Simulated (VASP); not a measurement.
Input of a VASP 6.6.1 run:

The input POSCAR:

```
TiAl3
1.0
    4.0077255254      0.0000000000      0.0000000000
    0.0000000000      4.0077255254      0.0000000000
    0.0000000000      0.0000000000      4.0077255254
Ti Al
1 3
Direct
    0.0000000000      0.0000000000      0.0000000000
    0.0000000000      0.5000000000      0.5000000000
    0.5000000000      0.0000000000      0.5000000000
    0.5000000000      0.5000000000      0.0000000000
```

Contents of INCAR.step1:

```
SYSTEM = TiAl3
  ALGO = Normal
  EDIFF = 1E-4
  ENCUT = 520
  GGA = PE
  ISMEAR = -1
  LASPH = .True.
  LCHARG = .False.
  LREAL = .False.
  LWAVE = .True.
  NBANDS = 18
  NELM = 100
  PREC = Accurate
  SIGMA = 0.05
```

Contents of INCAR.step2:

```
SYSTEM = TiAl3
  ALGO = Normal
  EDIFF = 1E-6
  ENCUT = 520
  ISIF = 2
  ISMEAR = -1
  ISTART = 1
  LASPH = .True.
  LCHARG = .False.
  LMIXTAU = .True.
  LREAL = .False.
  LWAVE = .False.
  METAGGA = R2SCAN
  NBANDS = 18
  NELM = 100
  PREC = Accurate
  SIGMA = 0.05
```

Contents of KPOINTS:

```
k-points
0
Gamma
  7 7 7
  0 0 0
```

Potentials or basis: VASP PAW PBE potentials, release 64 (Ti_sv, Al).

Run with:

```sh
$ cat potpaw_PBE.64/Ti_sv/POTCAR potpaw_PBE.64/Al/POTCAR > POTCAR
$ cp INCAR.step1 INCAR
$ mpirun -np 1 vasp_std > vasp.out
$ cp INCAR.step2 INCAR
$ mpirun -np 1 vasp_std > vasp.out
```

Q: What does it give for the pressure?

A: -4.3 GPa.

Q: What does it give for the band gap on the k mesh?

A: Zero (an odd number of electrons rules out a gap without spin polarisation).

Caveat: the cell stands under tension; the PAW data sets were made with another functional, which shifts forces and pressure a little.
